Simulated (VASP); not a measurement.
**SiC: single point with PBEsol+D3(BJ)**

The system is SiC.

```xyz
8
Lattice="3.0757 0.0000 0.0000 -1.5378 2.6636 0.0000 0.0000 0.0000 10.0706" Properties=species:S:1:pos:R:3 pbc="T T T"
Si    0.0000    0.0000    1.8922
Si    0.0000    0.0000    6.9275
Si    0.0000    1.7758    4.4094
Si    1.5378    0.8879    9.4447
C     0.0000    0.0000    0.0046
C     0.0000    0.0000    5.0400
C     0.0000    1.7758    2.5157
C     1.5378    0.8879    7.5510
```

* Program: VASP 6.6.1
* Task: single point
* Functional: PBEsol
* Dispersion: D3(BJ)
* Potentials or basis: VASP PAW PBE potentials, release 64 (Si, C)
* Cutoff: 520 eV
* k mesh: 10 × 10 × 3
* Occupations: fermi-dirac, width 0.05 eV
* Spin: no spin polarisation
* Dipole correction: no
* Further INCAR settings: ALGO = Normal; EDIFF = 1e-06; NBANDS = 26

```
Pressure                   : -3.0 GPa
Largest force              : 0.004 eV/Å
Band gap on the k mesh     : 2.11 eV (least direct gap 3.24 eV)
Dispersion energy per atom : -0.243 eV
```

Forces on the atoms (eV/Å):
```
Si   0.000  0.000  0.002
Si   0.000  0.000  0.002
Si   0.000  0.000 -0.004
Si   0.000  0.000 -0.004
C    0.000  0.000 -0.002
C    0.000  0.000 -0.002
C    0.000  0.000  0.004
C    0.000  0.000  0.004
```

Stress tensor (GPa, compression positive):
```
-2.97  0.00  0.00
 0.00 -2.97  0.00
 0.00  0.00 -3.10
```

Levels at points of the mesh, in eV from the valence-band top:
```tsv
k point	band 12	band 13	band 14	band 15	band 16	band 17	band 18	band 19	band 20	band 21
(0.00, 0.00, 0.00)	-0.59	-0.59	-0.05	0.00	0.00	5.05	5.63	6.27	6.27	6.92
(0.50, 0.00, 0.00)	-2.41	-2.38	-2.24	-1.59	-1.13	2.11	2.24	4.12	4.67	5.20
```

Run time: 64 s on 1 thread of AMD EPYC 7R13, with other jobs on the host, peak memory 0.19 GiB.

Caveat: the cell stands under tension; the PAW data sets were made with another functional, which shifts forces and pressure a little; an odd mesh through Γ misses points on the zone boundary, where band edges can lie.
